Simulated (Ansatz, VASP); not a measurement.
## NbAs in VASP and in Ansatz

INCAR

```
SYSTEM = NbAs
ALGO = Normal
EDIFF = 1E-6
ENCUT = 520
GGA = CA
ISIF = 2
ISMEAR = -1
LASPH = .True.
LCHARG = .False.
LREAL = .False.
LWAVE = .False.
NBANDS = 26
NELM = 60
PREC = Accurate
SIGMA = 0.05
```

Contents of KPOINTS:

```
k-points
0
Gamma
  11 11 11
  0 0 0
```

File POSCAR:

```
NbAs
1.0
   -1.6906186857      1.6906186857      5.7207828749
    1.6906186857     -1.6906186857      5.7207828749
    1.6906186857      1.6906186857     -5.7207828749
Nb As
2 2
Direct
    0.5000000000      0.0000000000      0.5000000000
    0.7500000000      0.7500000000      0.0000000000
    0.9160000000      0.4160000000      0.5000000000
    0.1660000000      0.1660000000      0.0000000000
```

File input.yaml:

```yaml
crystal:
  lattice:
    - [-1.6906186857, 1.6906186857, 5.7207828749]
    - [1.6906186857, -1.6906186857, 5.7207828749]
    - [1.6906186857, 1.6906186857, -5.7207828749]
  atoms:
    - { symbol: Nb, position: [0.5, 0.0, 0.5] }
    - { symbol: Nb, position: [0.75, 0.75, 0.0] }
    - { symbol: As, position: [0.916, 0.416, 0.5] }
    - { symbol: As, position: [0.166, 0.166, 0.0] }
hamiltonian:
  xc: lda
  pseudopotentials: { kind: paw }
kpoints:
  mp_grid: { grid: [11, 11, 11] }
scf:
  occupations: { method: fermi_dirac, width: 0.05 }
output:
  forces: true
  stress: true
  eigenvalues: true
```

Alike in both runs: task single point; functional LDA; k mesh 11 × 11 × 11; occupations fermi-dirac, width 0.05 eV; no spin polarisation.

|  | VASP | Ansatz |
| --- | --- | --- |
| version | VASP 6.6.1 | Ansatz 0.2.0 |
| potentials or method | VASP PAW LDA potentials, release 64 (Nb_sv, As) | Ansatz PAW |
| plane-wave cutoff (eV) | 520 | 420 |
| valence electrons in the cell | 36 | 56 |

Ansatz gave:

* gap on the k mesh at the Fermi level (eV): 0.03
* least direct gap on the mesh (eV): 0.08
* pressure (GPa): 6.0
* traceless stress, the component that is largest in VASP (GPa): 0.18
* rms of the force components (eV/Å): 0.206

Q: Which values does VASP return?

A: gap on the k mesh at the Fermi level (eV): 0.02; least direct gap on the mesh (eV): 0.08; pressure (GPa): 6.5; traceless stress, the component that is largest in VASP (GPa): 0.09; rms of the force components (eV/Å): 0.209.

LDA's correlation is that of Perdew and Zunger in VASP and of Perdew and Wang (1992) in Ansatz. Atom by atom the forces differ by 0.002 eV/Å (rms over components). VASP's potentials hold 36 valence electrons a cell and Ansatz's 56, so a difference there can come from the potentials and not from the codes.

Noted on Ansatz's run: odd divisions of the mesh miss points on the zone boundary, where band edges often lie, so the gap on the mesh can be too wide.
